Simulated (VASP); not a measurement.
# Mo (Im-3m) in VASP: single point with PBE

Aim: the single point of Mo with PBE.

Program: VASP 6.6.1. These are calculated values, not measurements. Logs are shortened: lines on timing, memory, paths and dates and some standing lists are left out, and cuts for length are marked.

## 1. The cell of the first run

It takes space group Im-3m (No. 229, cubic). The conventional cell has a = 3.161 Å, b = 3.161 Å, c = 3.161 Å, α = 90.00°, β = 90.00°, γ = 90.00°. Mo (site symmetry m-3m) has 14 Mo at 2.74 to 3.16 Å within 3.6 Å.

## 2. Single point, PBE

INCAR reads:

```
SYSTEM = Mo
  PREC = Accurate
  ENCUT = 520
  EDIFF = 1E-7
  ISMEAR = 0
  SIGMA = 0.1
  LREAL = .False.
  LASPH = .True.
  NELM = 80
  ALGO = Normal
  ISIF = 2
  LWAVE = .False.
  LCHARG = .True.
  GGA = PE
  LELF = .True.
  LVHAR = .True.
  NBANDS = 13
```

KPOINTS reads:

```
Automatic mesh
0
Gamma
  18 18 18
  0 0 0
```

POSCAR reads:

```
Mo
1.0
   -1.5803010869      1.5803010869      1.5803010869
    1.5803010869     -1.5803010869      1.5803010869
    1.5803010869      1.5803010869     -1.5803010869
Mo
1
Direct
    0.0000000000      0.0000000000      0.0000000000
```

Potentials or basis: VASP PAW PBE potentials, release 64 (Mo_sv).

On the command line:

```sh
cat potpaw_PBE.64/Mo_sv/POTCAR > POTCAR
mpirun -np 1 vasp_std > vasp.out
```

OUTCAR:

```text
SYSTEM = Mo
   PREC = Accurate
   ENCUT = 520
   EDIFF = 1E-7
   ISMEAR = 0
   LREAL = .False.
   LASPH = .True.
   NELM = 80
   ISIF = 2
   GGA = PE

 ion  position               nearest neighbor table
   1  0.000  0.000  0.000-

  LATTYP: Found a body centered cubic cell.
 ALAT       =     3.1606021738

  Lattice vectors:

 A1 = (  -1.5803010869,   1.5803010869,   1.5803010869)
 A2 = (   1.5803010869,  -1.5803010869,   1.5803010869)
 A3 = (   1.5803010869,   1.5803010869,  -1.5803010869)

Analysis of symmetry for initial positions (statically):
=====================================================================
 Subroutine PRICEL returns:
 Original cell was already a primitive cell.

 Routine SETGRP: Setting up the symmetry group for a
 body centered cubic supercell.

 Subroutine GETGRP returns: Found 48 space group operations
 (whereof 48 operations were pure point group operations)
 out of a pool of 48 trial point group operations.

The static configuration has the point symmetry O_h .

Analysis of symmetry for dynamics (positions and initial velocities):
=====================================================================
 Subroutine PRICEL returns:
 Original cell was already a primitive cell.

 Routine SETGRP: Setting up the symmetry group for a
 body centered cubic supercell.

 Subroutine GETGRP returns: Found 48 space group operations
 (whereof 48 operations were pure point group operations)
 out of a pool of 48 trial point group operations.

The dynamic configuration has the point symmetry O_h .

 Subroutine INISYM returns: Found 48 space group operations
 (whereof 48 operations are pure point group operations),
 and found     1 'primitive' translations

----------------------------------------------------------------------------------------

                                     Primitive cell

  volume of cell :      15.7863

  direct lattice vectors                    reciprocal lattice vectors
    -1.580301087  1.580301087  1.580301087     0.000000000  0.316395403  0.316395403
     1.580301087 -1.580301087  1.580301087     0.316395403  0.000000000  0.316395403
     1.580301087  1.580301087 -1.580301087     0.316395403  0.316395403  0.000000000

  length of vectors
     2.737161774  2.737161774  2.737161774     0.447450671  0.447450671  0.447450671

  position of ions in fractional coordinates (direct lattice)
     0.000000000  0.000000000  0.000000000

  ion indices of the primitive-cell ions
   primitive index   ion index
                 1           1

----------------------------------------------------------------------------------------

 KPOINTS: Automatic mesh

Automatic generation of k-mesh.
 Grid dimensions read from file:
 generate k-points for:   18   18   18

 Generating k-lattice:

  Cartesian coordinates                     Fractional coordinates (reciprocal lattice)
     0.000000000  0.017577522  0.017577522     0.055555556  0.000000000  0.000000000
     0.017577522  0.000000000  0.017577522     0.000000000  0.055555556  0.000000000
     0.017577522  0.017577522  0.000000000     0.000000000  0.000000000  0.055555556

  Length of vectors
     0.024858371  0.024858371  0.024858371

  Shift w.r.t. Gamma in fractional coordinates (k-lattice)
     0.000000000  0.000000000  0.000000000

 Subroutine IBZKPT returns following result:
 ===========================================

 Found    195 irreducible k-points:

 Following reciprocal coordinates:
            Coordinates               Weight
  0.000000  0.000000  0.000000      1.000000
  0.055556  0.000000  0.000000     12.000000
  0.111111  0.000000  0.000000     12.000000
  0.166667  0.000000  0.000000     12.000000
  0.222222  0.000000  0.000000     12.000000
  0.277778  0.000000  0.000000     12.000000
[... 16 lines left out ...]
  0.333333  0.111111  0.000000     48.000000
  0.388889  0.111111  0.000000     48.000000
 [... further k-points ...]
   k-points           NKPTS =    195   k-points in BZ     NKDIM =    195   number of bands    NBANDS=     13
   number of dos      NEDOS =    301   number of ions     NIONS =      1
   total plane-waves  NPLWV =   8000
   dimension x,y,z NGX =    20 NGY =   20 NGZ =   20
   dimension x,y,z NGXF=    40 NGYF=   40 NGZF=   40
   ions per type =               1
   NGX,Y,Z   is equivalent  to a cutoff of  12.15, 12.15, 12.15 a.u.
   NGXF,Y,Z  is equivalent  to a cutoff of  24.29, 24.29, 24.29 a.u.
 SYSTEM =  Mo
   PREC   = accura    normal or accurate (medium, high low for compatibility)
   ISTART =      0    job   : 0-new  1-cont  2-samecut
   ICHARG =      2    charge: 1-file 2-atom 10-const
   ISPIN  =      1    spin polarized calculation?
   LNONCOLLINEAR =      F non collinear calculations
   LSORBIT =      F    spin-orbit coupling
   LASPH  =      T    aspherical Exc in radial PAW
   ENCUT  =  520.0 eV  38.22 Ry    6.18 a.u.   5.09  5.09  5.09*2*pi/ulx,y,z
   NELM   =     80;   NELMIN=  2; NELMDL= -5     # of ELM steps
   EDIFF  = 0.1E-06   stopping-criterion for ELM
   LREAL  =      F    real-space projection
   EDIFFG = 0.1E-05   stopping-criterion for IOM
   NSW    =      0    number of steps for IOM
   IBRION =     -1    ionic relax: 0-MD 1-quasi-New 2-CG
   NFREE  =      0    steps in history (QN), initial steepest desc. (CG)
   ISIF   =      2    stress and relaxation
   ISYM   =      2    0-nonsym 1-usesym 2-fastsym
   POTIM  = 0.5000    time-step for ionic-motion
   TEBEG  =    0.0;   TEEND  =   0.0 temperature during run
   PSTRESS=    0.0 pullay stress
   NELECT =      14.0000    total number of electrons
   NUPDOWN=      -1.0000    fix difference up-down
   EMIN   =  10.00;   EMAX   =-10.00  energy-range for DOS
   EFERMI =   0.00;   METHOD = LEGACY
   ISMEAR =     0;   SIGMA  =   0.10  broadening in eV -4-tet -1-fermi 0-gaus
   EFERMI_NEDOS =   21; number of points for ismear=-14 and -15
   IALGO  =     38    algorithm
   IMIX   =      4    mixing-type and parameters
     AMIX     =   0.40;   BMIX     =  1.00
     AMIX_MAG =   1.60;   BMIX_MAG =  1.00
  volume/ion in A,a.u.               =      15.79       106.53
  Fermi-wavevector in a.u.,A,eV,Ry     =   1.572863  2.972281 33.659443  2.473899
  Thomas-Fermi vector in A             =   2.674234
   LORBIT       =      0    0 simple, 1 ext, 2 COOP (PROOUT), +10 PAW based schemes
   GGA     = PE    functional components
   LHFCALC =     F    Hartree Fock is set to
   AEXX    =    0.0000 exact exchange contribution
   IVDW    =     0    specifies the selected vdW correction
   LEPSILON=     F    determine dielectric tensor
   LRPA    =     F    only Hartree local field effects (RPA)
 non-spin polarized calculation
 Gauss-broadening in eV      SIGMA  =   0.10
  energy-cutoff  :      520.00
  volume of cell :       15.79
 maximum number of plane-waves:       438
   NGX = 11   NGY = 11   NGZ = 11

 number of electron      14.0000004 magnetization

 Free energy of the ion-electron system (eV)
  ---------------------------------------------------
  ext. energy  EPLUGINS =         0.00000000
  ---------------------------------------------------
  free energy    TOTEN  =       -10.93496072 eV

  energy without entropy =      -10.93230658  energy(sigma->0) =      -10.93363365

 E-fermi :  12.4532     XC(G=0): -13.3350

 val. band max:       12.4334242480   @ k =   0.3889   0.1111   0.0000
 cond. band min:      12.4569466547   @ k =  -0.3889   0.4444   0.2778
 fundamental gap:      0.0235224067
 Fermi energy:        12.4531555626

 k-point     1 :       0.0000    0.0000    0.0000
  band No.  band energies     occupation
      1     -48.8442      2.00000
      2     -22.1328      2.00000
      3     -22.1328      2.00000
      4     -22.1328      2.00000
      5       5.2325      2.00000
      6      11.0904      2.00000
      7      11.0904      2.00000
      8      11.0904      2.00000
      9      14.0799      0.00000
     10      14.0799      0.00000
     11      27.2526      0.00000
     12      27.2526      0.00000
     13      27.2526      0.00000

 k-point     2 :       0.0556    0.0000    0.0000
  band No.  band energies     occupation
      1     -48.8366      2.00000
      2     -22.1766      2.00000
      3     -22.1464      2.00000
      4     -22.1331      2.00000
      5       5.3683      2.00000
      6      11.0140      2.00000
      7      11.0784      2.00000
      8      11.2170      2.00000
      9      13.9661      0.00000
     10      14.0818      0.00000
     11      27.3545      0.00000
     12      27.4809      0.00000
     13      27.5187      0.00000

 k-point     3 :       0.1111    0.0000    0.0000
  band No.  band energies     occupation
      1     -48.8149      2.00000
      2     -22.3016      2.00000
      3     -22.1851      2.00000
      4     -22.1340      2.00000
      5       5.7560      2.00000
      6      10.8017      2.00000
      7      11.0248      2.00000
      8      11.5916      2.00000
      9      13.7149      0.00000
     10      14.0927      0.00000
     11      27.5969      0.00000
     12      28.1462      0.00000
     13      28.1780      0.00000

 k-point     4 :       0.1667    0.0000    0.0000
  band No.  band energies     occupation
      1     -48.7816      2.00000
      2     -22.4900      2.00000
      3     -22.2441      2.00000
      4     -22.1354      2.00000
      5       6.3291      2.00000
      6      10.4959      2.00000
      7      10.9116      2.00000
      8      12.1981      1.99969
      9      13.5173      0.00000
     10      14.1247      0.00000
     11      27.7624      0.00000
     12      28.8183      0.00000
     13      29.1980      0.00000

 k-point     5 :       0.2222    0.0000    0.0000
  band No.  band energies     occupation
      1     -48.7404      2.00000
      2     -22.7161      2.00000
      3     -22.3156      2.00000
      4     -22.1372      2.00000
      5       6.9446      2.00000
      6      10.1482      2.00000
      7      10.8330      2.00000
      8      13.0079      0.00000
      9      13.4993      0.00000
     10      14.1905      0.00000
     11      27.5201      0.00000
     12      28.8367      0.00000
     13      30.5691      0.00000
[... 257 lines left out ...]
 k-point    22 :       0.2778    0.1111    0.0000
  band No.  band energies     occupation
      1     -48.6432      2.00000
      2     -23.1650      2.00000
      3     -22.4893      2.00000
      4     -22.1976      2.00000
      5       7.8266      2.00000
      6       9.5655      2.00000
      7      11.0665      2.00000
      8      13.5963      0.00000
      9      14.6856      0.00000
     10      15.7873      0.00000
     11      26.0410      0.00000
     12      26.9329      0.00000
     13      31.4593      0.00000

 k-point    23 :       0.3333    0.1111    0.0000
  band No.  band energies     occupation
      1     -48.6109      2.00000
      2     -23.3113      2.00000
      3     -22.5585      2.00000
      4     -22.2007      2.00000
      5       7.7103      2.00000
      6       9.3609      2.00000
      7      11.8077      2.00000
      8      13.8606      0.00000
      9      14.8515      0.00000
     10      16.8884      0.00000
     11      24.9951      0.00000
     12      25.8322      0.00000
     13      30.2172      0.00000

 k-point    24 :       0.3889    0.1111    0.0000
  band No.  band energies     occupation
      1     -48.5897      2.00000
      2     -23.4056      2.00000
      3     -22.6037      2.00000
      4     -22.2025      2.00000
      5       7.5784      2.00000
      6       9.2352      2.00000
      7      12.4334      1.21979
      8      13.9800      0.00000
      9      15.0982      0.00000
     10      17.7537      0.00000
     11      24.0173      0.00000
     12      25.1795      0.00000
     13      29.3112      0.00000

 [... further k-points ...]

------------------------ aborting loop because EDIFF is reached ----------------------------------------

  FORCE on cell =-STRESS in cart. coord.  units (eV):
  Direction    XX          YY          ZZ          XY          YZ          ZX
  --------------------------------------------------------------------------------------
  -------------------------------------------------------------------------------------
  Total        0.0457570      0.0457570      0.0457570      0.0000000      0.0000000     -0.0000000
  in kB        4.6439620      4.6439620      4.6439620      0.0000000      0.0000000     -0.0000000
  external PRESSURE =       4.6439620 kB  Pullay stress =       0.0000000 kB

 VOLUME and BASIS-vectors are now :
 -----------------------------------------------------------------------------
  energy-cutoff  :      520.00
  volume of cell :       15.79
      direct lattice vectors                 reciprocal lattice vectors
    -1.580301087  1.580301087  1.580301087     0.000000000  0.316395403  0.316395403
     1.580301087 -1.580301087  1.580301087     0.316395403  0.000000000  0.316395403
     1.580301087  1.580301087 -1.580301087     0.316395403  0.316395403  0.000000000

 POSITION                                       TOTAL-FORCE (eV/Angst)
 -----------------------------------------------------------------------------------
      0.00000      0.00000      0.00000         0.000000      0.000000      0.000000
 -----------------------------------------------------------------------------------
    total drift:                                0.000000     -0.000000      0.000000

  FREE ENERGIE OF THE ION-ELECTRON SYSTEM (eV)
  ---------------------------------------------------
  free  energy   TOTEN  =       -10.9349607168 eV

  energy  without entropy=      -10.9323065822  energy(sigma->0) =      -10.93363365
```

Run time: 14 s. Hardware: 1 thread of Intel Xeon 6975P-C (Granite Rapids), shared host; peak memory 0.15 GiB.

Results:

```
Free energy            : -10.9350 eV
Pressure               : 0.5 GPa
Band gap on the k mesh : zero (band 7 reaches 16.36 eV, above the bottom of band 8 at 11.09 eV)
```
